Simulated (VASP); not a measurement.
# Sc in VASP: further runs

The runs below take Sc through single point, with PBEsol.

All numbers are computed with VASP 6.6.1; they aren't measurements. Logs are shortened: lines on timing, memory, paths and dates and some standing lists are left out, and cuts for length are marked.

### Step 1. The cell of the first run

The cell holds a slab with vacuum, 5 atoms: a = 3.219 Å, b = 3.219 Å, c = 24.104 Å, α = 90.00°, β = 90.00°, γ = 90.00°.

### Step 2. Single point, PBEsol

INCAR reads:

```
ALGO     = Fast           # electronic algorithm
DIPOL    = 0.5 0.5 0.500
EDIFF    = 1E-6           # SCF threshold, eV
ENCUT    = 520            # plane-wave cutoff, eV
GGA      = PS             # functional
IDIPOL   = 3            
ISIF     = 2              # what is computed and relaxed
ISMEAR   = 0              # smearing method
LASPH    = T              # aspherical terms in the spheres
LCHARG   = F              # write CHGCAR
LDIPOL   = T            
LREAL    = F              # projectors in reciprocal space
LWAVE    = F              # write WAVECAR
NBANDS   = 36             # bands
NELM     = 60             # most SCF steps
PREC     = Accurate       # precision mode
SIGMA    = 0.1            # smearing width, eV
```

KPOINTS reads:

```
k-points
0
Gamma
  11 11 1
```

POSCAR reads:

```
Sc
1.0
    3.2186815821      0.0000000000      0.0000000000
    0.0000000000      3.2186815821      0.0000000000
    0.0000000000      0.0000000000     24.1038062929
Sc
5
Direct
    0.5000000000      0.5000000000      0.3111541766
    0.0000000000      0.0000000000      0.4055770883
    0.5000000000      0.5000000000      0.5000000000
    0.0000000000      0.0000000000      0.5944229117
    0.5000000000      0.5000000000      0.6888458234
```

Potentials or basis: VASP PAW PBE potentials, release 64 (Sc_sv).

Run with:

```console
> cat potpaw_PBE.64/Sc_sv/POTCAR > POTCAR
> mpirun -np 1 vasp_std > vasp.out
```

OUTCAR:

```text
EDIFF = 1E-6
   ENCUT = 520
   GGA = PS
   ISIF = 2
   ISMEAR = 0
   LASPH = T
   LREAL = F
   NELM = 60
   PREC = Accurate

 ion  position               nearest neighbor table
   1  0.500  0.500  0.311-   2 3.22   2 3.22   2 3.22   2 3.22
   2  0.000  0.000  0.406-   1 3.22   3 3.22   1 3.22   3 3.22   1 3.22   3 3.22   1 3.22   3 3.22

   3  0.500  0.500  0.500-   2 3.22   4 3.22   2 3.22   4 3.22   2 3.22   4 3.22   2 3.22   4 3.22

   4  0.000  0.000  0.594-   3 3.22   5 3.22   3 3.22   5 3.22   3 3.22   5 3.22   3 3.22   5 3.22

   5  0.500  0.500  0.689-   4 3.22   4 3.22   4 3.22   4 3.22

  LATTYP: Found a simple tetragonal cell.
 ALAT       =     3.2186815821
 C/A-ratio  =     7.4887203590

  Lattice vectors:

 A1 = (   3.2186815821,   0.0000000000,   0.0000000000)
 A2 = (   0.0000000000,   3.2186815821,   0.0000000000)
 A3 = (   0.0000000000,   0.0000000000,  24.1038062929)

Analysis of symmetry for initial positions (statically):
=====================================================================
 Subroutine PRICEL returns:
 Original cell was already a primitive cell.

 Routine SETGRP: Setting up the symmetry group for a
 simple tetragonal supercell.

 Subroutine GETGRP returns: Found 16 space group operations
 (whereof 16 operations were pure point group operations)
 out of a pool of 16 trial point group operations.

The static configuration has the point symmetry D_4h.

Analysis of symmetry for dynamics (positions and initial velocities):
=====================================================================
 Subroutine PRICEL returns:
 Original cell was already a primitive cell.

 Routine SETGRP: Setting up the symmetry group for a
 simple tetragonal supercell.

 Subroutine GETGRP returns: Found 16 space group operations
 (whereof 16 operations were pure point group operations)
 out of a pool of 16 trial point group operations.

The dynamic configuration has the point symmetry D_4h.

 Subroutine INISYM returns: Found 16 space group operations
 (whereof 16 operations are pure point group operations),
 and found     1 'primitive' translations

----------------------------------------------------------------------------------------

                                     Primitive cell

  volume of cell :     249.7133

[... 96 lines left out ...]
   ISIF   =      2    stress and relaxation
   ISYM   =      2    0-nonsym 1-usesym 2-fastsym
   POTIM  = 0.5000    time-step for ionic-motion
   TEBEG  =    0.0;   TEEND  =   0.0 temperature during run
   PSTRESS=    0.0 pullay stress
   NELECT =      55.0000    total number of electrons
   NUPDOWN=      -1.0000    fix difference up-down
   EMIN   =  10.00;   EMAX   =-10.00  energy-range for DOS
   EFERMI =   0.00;   METHOD = LEGACY
   ISMEAR =     0;   SIGMA  =   0.10  broadening in eV -4-tet -1-fermi 0-gaus
   EFERMI_NEDOS =   21; number of points for ismear=-14 and -15
   IALGO  =     68    algorithm
   IMIX   =      4    mixing-type and parameters
     AMIX     =   0.40;   BMIX     =  1.00
     AMIX_MAG =   1.60;   BMIX_MAG =  1.00
  volume/ion in A,a.u.               =      49.94       337.03
  Fermi-wavevector in a.u.,A,eV,Ry     =   0.988664  1.868303 13.299090  0.977456
  Thomas-Fermi vector in A             =   2.120206
   LORBIT       =      0    0 simple, 1 ext, 2 COOP (PROOUT), +10 PAW based schemes
   GGA     = PS    functional components
   LHFCALC =     F    Hartree Fock is set to
   AEXX    =    0.0000 exact exchange contribution
   IVDW    =     0    specifies the selected vdW correction
   LEPSILON=     F    determine dielectric tensor
   LRPA    =     F    only Hartree local field effects (RPA)
 non-spin polarized calculation
 RMM-DIIS sequential band-by-band and
 Gauss-broadening in eV      SIGMA  =   0.10
  energy-cutoff  :      520.00
  volume of cell :      249.71
 maximum number of plane-waves:      6789
 NGX is ok and might be reduce to    24
   NGX = 11   NGY = 11   NGZ = 89

 dipolmoment           0.000000      0.000000      0.000000 electrons x Angstroem

 number of electron      55.0000026 magnetization

 dipolmoment           0.000000      0.000000     -0.000000 electrons x Angstroem

 Free energy of the ion-electron system (eV)
  ---------------------------------------------------
  ext. energy  EPLUGINS =         0.00000000
  ---------------------------------------------------
  free energy    TOTEN  =       -31.11740623 eV

  energy without entropy =      -31.05456670  energy(sigma->0) =      -31.08598646

 E-fermi :   0.3826     XC(G=0):  -5.6208

 val. band max:        0.3685190950   @ k =   0.4545   0.1818   0.0000
 cond. band min:       0.3890302065   @ k =   0.3636   0.2727   0.0000
 fundamental gap:      0.0205111114
 Fermi energy:         0.3825924723

 k-point     1 :       0.0000    0.0000    0.0000
  band No.  band energies     occupation
      1     -49.2379      2.00000
      2     -49.2379      2.00000
      3     -48.7535      2.00000
      4     -48.5737      2.00000
      5     -48.5671      2.00000
      6     -28.0833      2.00000
[... 808 lines left out ...]
     35       2.6744      0.00000
     36       2.7855      0.00000

------------------------ aborting loop because EDIFF is reached ----------------------------------------

 vacuum level on the upper side and lower side of the slab       (xc-potential included)        -0.231        -0.231

  FORCE on cell =-STRESS in cart. coord.  units (eV):
  Direction    XX          YY          ZZ          XY          YZ          ZX
  --------------------------------------------------------------------------------------
  -------------------------------------------------------------------------------------
  Total       -1.2343736     -1.2343736     -1.9447725      0.0000000      0.0000000      0.0000000
  in kB       -7.9198245     -7.9198245    -12.4777916      0.0000000      0.0000000      0.0000000
  external PRESSURE =      -9.4391469 kB  Pullay stress =       0.0000000 kB

 VOLUME and BASIS-vectors are now :
 -----------------------------------------------------------------------------
  energy-cutoff  :      520.00
  volume of cell :      249.71
      direct lattice vectors                 reciprocal lattice vectors
     3.218681582  0.000000000  0.000000000     0.310686216  0.000000000  0.000000000
     0.000000000  3.218681582  0.000000000     0.000000000  0.310686216  0.000000000
     0.000000000  0.000000000 24.103806293     0.000000000  0.000000000  0.041487224

 POSITION                                       TOTAL-FORCE (eV/Angst)
 -----------------------------------------------------------------------------------
      1.60934      1.60934      7.50000         0.000000      0.000000      0.437764
      0.00000      0.00000      9.77595        -0.000000      0.000000     -0.461580
      1.60934      1.60934     12.05190         0.000000      0.000000     -0.000000
      0.00000      0.00000     14.32785         0.000000      0.000000      0.461580
      1.60934      1.60934     16.60381         0.000000     -0.000000     -0.437764
 -----------------------------------------------------------------------------------
    total drift:                                0.000000      0.000000     -0.000000

  FREE ENERGIE OF THE ION-ELECTRON SYSTEM (eV)
  ---------------------------------------------------
  free  energy   TOTEN  =       -31.1174062316 eV

  energy  without entropy=      -31.0545666976  energy(sigma->0) =      -31.08598646

 vacuum level on the upper side and lower side of the slab         3.189         3.189
```

It took 10 min on 1 thread of Oxide Virtual Turin-like, shared host; peak memory 0.35 GiB.

Results:

* Free energy: -31.1174 eV
* Largest force: 0.462 eV/Å
* Band gap on the k mesh: zero (an odd number of electrons rules out a gap without spin polarisation)

Forces in eV/Å, atoms in the order of the input:
```
Sc   0.000  0.000  0.438
Sc   0.000  0.000 -0.462
Sc   0.000  0.000  0.000
Sc   0.000  0.000  0.462
Sc   0.000  0.000 -0.438
```

Levels at points of the mesh, in eV from the Fermi level:
| k point | band 25 | band 26 | band 27 | band 28 | band 29 | band 30 |
| --- | --- | --- | --- | --- | --- | --- |
| (0.00, 0.00, 0.00) | -1.74 | -0.59 | -0.31 | 0.05 | 0.05 | 0.12 |

Caveat: the PAW data sets were made with another functional, which shifts forces and pressure a little.

### Step 3. Single point, PBEsol

INCAR reads:

```
SYSTEM = Sc
ALGO     = Fast           ! electronic algorithm
DIPOL    = 0.5 0.5 0.500
EDIFF    = 1E-7           ! SCF threshold, eV
ENCUT    = 520            ! plane-wave cutoff, eV
GGA      = PS             ! functional
IDIPOL   = 3            
ISIF     = 2              ! what is computed and relaxed
ISMEAR   = 0              ! smearing method
LASPH    = .TRUE.         ! aspherical terms in the spheres
LCHARG   = .FALSE.        ! write CHGCAR
LDIPOL   = .TRUE.       
LREAL    = .FALSE.        ! projectors in reciprocal space
LWAVE    = .FALSE.        ! write WAVECAR
NBANDS   = 36             ! bands
NELM     = 100            ! most SCF steps
PREC     = Accurate       ! precision mode
SIGMA    = 0.1            ! smearing width, eV
```

KPOINTS reads:

```
k-points
0
G
  11 11 1
  0 0 0
```

POSCAR reads:

```
Sc
1.0
    3.2186815821      0.0000000000      0.0000000000
    0.0000000000      3.2186815821      0.0000000000
    0.0000000000      0.0000000000     24.1038062929
Sc
5
Direct
    0.5000000000      0.5000000000      0.3182244692
    0.0000000000      0.0000000000      0.4054894762
    0.5000000000      0.5000000000      0.4999999981
    0.0000000000      0.0000000000      0.5945105213
    0.5000000000      0.5000000000      0.6817755352
```

Potentials or basis: VASP PAW PBE potentials, release 64 (Sc_sv).

Run with:

```console
> cat potpaw_PBE.64/Sc_sv/POTCAR > POTCAR
> mpirun -np 1 vasp_std > vasp.out
```

Wall time 7.8 min (1 thread of Oxide Virtual Turin-like, shared host); peak memory 0.35 GiB.

Results (log left out):

- Free energy: -31.1960 eV
- Largest force: 0.008 eV/Å
- Band gap on the k mesh: zero (an odd number of electrons rules out a gap without spin polarisation)

Forces on the atoms (eV/Å):
```
Sc   0.000  0.000 -0.008
Sc   0.000  0.000  0.003
Sc   0.000  0.000  0.000
Sc   0.000  0.000 -0.003
Sc   0.000  0.000  0.008
```

Levels at points of the mesh, in eV from the Fermi level:
```
           k point  band 25  band 26  band 27  band 28  band 29  band 30
(0.00, 0.00, 0.00)    -1.72    -0.66    -0.39     0.05     0.07     0.16
```

Caveat: the PAW data sets were made with another functional, which shifts forces and pressure a little.

The gap in the log of VASP goes by the Fermi energy; the results here count the filled bands.